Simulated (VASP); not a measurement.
# PbS4H4 (Pb(SH)4): single point with PBE

PbS4H4 (Pb(SH)4), in a box:

```
Pb S H
1.0
    13.77000    0.00000    0.00000
     0.00000   13.93000    0.00000
     0.00000    0.00000   13.83000
Pb S H
1 4 4
Direct
  0.47453 0.49454 0.48128
  0.46255 0.37169 0.61752
  0.48733 0.39744 0.32538
  0.62264 0.60456 0.48397
  0.32680 0.60359 0.49909
  0.41432 0.43576 0.67466
  0.43752 0.32304 0.36623
  0.67321 0.54230 0.42687
  0.37449 0.67678 0.45377
```

```
Program             : VASP 6.6.1
Task                : single point
Functional          : PBE
Potentials or basis : VASP PAW PBE potentials, release 64 (Pb_d, S, H)
Cutoff              : 520 eV
k mesh              : 1 × 1 × 1
Occupations         : gaussian, width 0.01 eV
Spin                : no spin polarisation
```

| Property | Result |
| --- | --- |
| Largest force | 0.376 eV/Å |
| Gap between the frontier levels | 1.99 eV |

Forces in eV/Å, atoms in the order of the input:
```
Pb   0.014 -0.010  0.011
S   -0.133  0.341  0.005
S   -0.170 -0.113  0.313
S   -0.039 -0.308 -0.177
S    0.325  0.094 -0.164
H    0.144 -0.190 -0.178
H    0.153  0.241 -0.123
H   -0.151  0.176  0.170
H   -0.144 -0.231  0.142
```

Levels at points of the mesh, in eV from the valence-band top:
| k point | band 17 | band 18 | band 19 | band 20 | band 21 | band 22 | band 23 | band 24 | band 25 | band 26 |
| --- | --- | --- | --- | --- | --- | --- | --- | --- | --- | --- |
| (0.00, 0.00, 0.00) | -1.51 | -0.16 | -0.08 | -0.01 | 0.00 | 1.99 | 5.01 | 5.17 | 5.17 | 5.25 |

It took 3 min on 1 thread of Intel(R) Xeon(R) 6975P-C (Granite Rapids), on a shared host, peak memory 1.8 GiB.

Caveat: spin-orbit coupling is left out, which moves the levels of the heavy elements.
